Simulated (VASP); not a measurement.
A run of VASP 6.6.1 is set up as follows.

INCAR

```
SYSTEM = Cu
  PREC = Accurate
  ENCUT = 520
  EDIFF = 1E-7
  ISMEAR = -1
  SIGMA = 0.15
  LREAL = .FALSE.
  LASPH = .TRUE.
  NELM = 80
  ALGO = Normal
  ISIF = 2
  LWAVE = .FALSE.
  LCHARG = .TRUE.
  GGA = PS
  LELF = .TRUE.
  LVHAR = .TRUE.
  NBANDS = 18
```

The input KPOINTS:

```
regular mesh
0
G
  12 12 6
  0 0 0
```

File POSCAR:

```
Cu
1.0
    2.4401883011      0.0000000000      0.0000000000
   -1.2200941506      2.1132650588      0.0000000000
    0.0000000000      0.0000000000      3.9978136884
Cu
2
Direct
    0.3333333333      0.6666666667      0.2500000000
    0.6666666667      0.3333333333      0.7500000000
```

Potentials or basis: VASP PAW PBE potentials, release 64 (Cu).

The run is started by

```sh
$ cat potpaw_PBE.64/Cu/POTCAR > POTCAR
$ mpirun -np 1 vasp_std > vasp.out
```

**Question.** Estimate the pressure.

**Answer.** 20.7 GPa.

**Question.** What does it give for the band gap on the k mesh?

**Answer.** Zero (bands 11 and 12 overlap by 6.55 eV).

Caveat: the cell stands under pressure; the PAW data sets were made with another functional, which shifts forces and pressure a little.
